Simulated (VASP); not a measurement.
## PbF2: single point with LDA

Crystal: PbF2.

```xyz
3
Lattice="0.0000 3.0004 3.0004 3.0004 0.0000 3.0004 3.0004 3.0004 0.0000" Properties=species:S:1:pos:R:3 pbc="T T T"
Pb    0.0000    0.0000    0.0000
F     1.5002    1.5002    1.5002
F     4.5005    4.5005    4.5005
```

* Program: VASP 6.6.1
* Task: single point
* Functional: LDA
* Potentials or basis: VASP PAW LDA potentials, release 64 (Pb_d, F)
* Cutoff: 520 eV
* k mesh: 10 × 10 × 10
* Occupations: gaussian, width 0.05 eV
* Spin: no spin polarisation
* Dipole correction: no
* Further INCAR settings: ALGO = Normal; EDIFF = 1e-06; NBANDS = 21

| Item | Value |
| --- | --- |
| Pressure | -6.7 GPa |
| Band gap on the k mesh | 4.22 eV (least direct gap 4.38 eV) |

Levels at points of the mesh, in eV from the valence-band top:
```
           k point  band 11  band 12  band 13  band 14  band 15  band 16  band 17  band 18
(0.00, 0.00, 0.00)    -2.27    -1.77    -1.77    -1.77     6.54     6.54     6.54    10.17
(0.50, 0.00, 0.00)    -2.46    -1.95    -1.95     0.00     4.83     7.39     7.39    12.76
(0.50, 0.50, 0.00)    -1.37    -1.37    -1.36    -0.15     4.22     7.61     7.61     8.62
```

Run time: 33 s on 1 thread of AMD EPYC 7R43 64-Core Processor (Zen 3), with other jobs on the host, peak memory 0.15 GiB.

Caveat: the cell stands under tension; spin-orbit coupling is left out, which moves the levels of the heavy elements. A k mesh can miss the band edges.
